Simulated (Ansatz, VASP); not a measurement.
## V in VASP and in Ansatz

```
V
1.0
     2.66376    0.00000    0.00000
    -1.33188    2.30688    0.00000
     0.00000    0.00000    4.77985
V
2
Direct
  0.33333 0.66667 0.25000
  0.66667 0.33333 0.75000
```

Change from the starting cell: volume scaled by 1.06.

Alike in both runs: task single point; functional PBE; k mesh 18 × 18 × 10; occupations fermi-dirac, width 0.08 eV; collinear spin.

|  | VASP | Ansatz |
| --- | --- | --- |
| version | VASP 6.6.1 | Ansatz 0.2.0 |
| potentials or method | VASP PAW PBE potentials, release 64 (V_sv), cutoff 520 eV | all-electron LAPW, scalar-relativistic |

```tsv
	VASP	Ansatz	Ansatz less VASP
pressure (GPa)	-8.8	-9.0	-0.20
traceless stress, the component that is largest in VASP (GPa)	0.12	0.14	+0.025
net moment per atom (μB)	0.00	0.00	0.000
```

Ansatz ran all-electron here, and VASP with PAW potentials. Ansatz's warnings: seeded moment not kept.
